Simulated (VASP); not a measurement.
# GdO: single point with PBE+U

GdO:

```
Gd O
1.0
     0.00000    2.70000    2.70000
     2.70000    0.00000    2.70000
     2.70000    2.70000    0.00000
Gd O
1 1
Cartesian
  0.0000 0.0000 0.0000
  1.3500 1.3500 1.3500
```

| Quantity | Value |
| --- | --- |
| Program | VASP 6.6.1 |
| Task | single point |
| Functional | PBE |
| Potentials or basis | VASP PAW PBE potentials, release 64 (Gd, O) |
| Cutoff | 520 eV |
| k mesh | 6 × 6 × 6 |
| Occupations | gaussian, width 0.05 eV |
| Spin | non-collinear spin, typed start |
| Starting moments | [[-0.675, -0.677, -0.257], [0.0, 0.0, 0.0]] μB |
| Hubbard terms | Gd f U = 7.0 eV |

```json
{
 "Pressure": "0.0 GPa",
 "Band gap on the k mesh": "zero (bands 24 and 25 overlap by 1.09 eV)",
 "Net moment": "7.92 μB per cell",
 "Valence electrons inside the program's atomic spheres": "Gd 15.16; O 5.00"
}
```

Levels at points of the mesh, in eV from the Fermi level:
```csv
k point,band 21,band 22,band 23,band 24,band 25,band 26,band 27,band 28
"(0.00, 0.00, 0.00)",-5.39,-5.39,-5.39,-2.38,-0.99,2.52,2.52,3.23
"(0.50, 0.00, 0.00)",-4.99,-4.99,-4.97,0.10,1.54,2.39,2.39,2.78
"(0.00, 0.50, 0.00)",-4.99,-4.99,-4.97,0.10,1.54,2.39,2.39,2.78
"(0.00, 0.00, 0.50)",-4.99,-4.99,-4.97,0.10,1.54,2.39,2.39,2.78
"(0.50, 0.50, 0.50)",-4.99,-4.99,-4.97,0.10,1.54,2.39,2.39,2.78
"(0.50, 0.50, 0.00)",-4.41,-4.29,-4.29,-0.96,1.00,1.01,1.53,3.33
"(0.00, 0.50, 0.50)",-4.41,-4.29,-4.29,-0.96,1.00,1.01,1.53,3.33
"(0.50, 0.00, 0.50)",-4.41,-4.29,-4.29,-0.96,1.00,1.01,1.53,3.33
```

Moments on the atoms (μB; x, y, z):
```
Gd  -4.80 -4.86 -1.84
O    0.00  0.00  0.00
```

Run time: 21 min on 1 thread of Intel(R) Xeon(R) Platinum 8488C (Sapphire Rapids) (shared host), peak memory 0.61 GiB.

Caveat: spin-orbit coupling is left out, which moves the levels of the heavy elements; a cell with one magnetic atom can't hold antiferromagnetic order, which such compounds often take. The state reached can hang on the start; a lower one may exist.
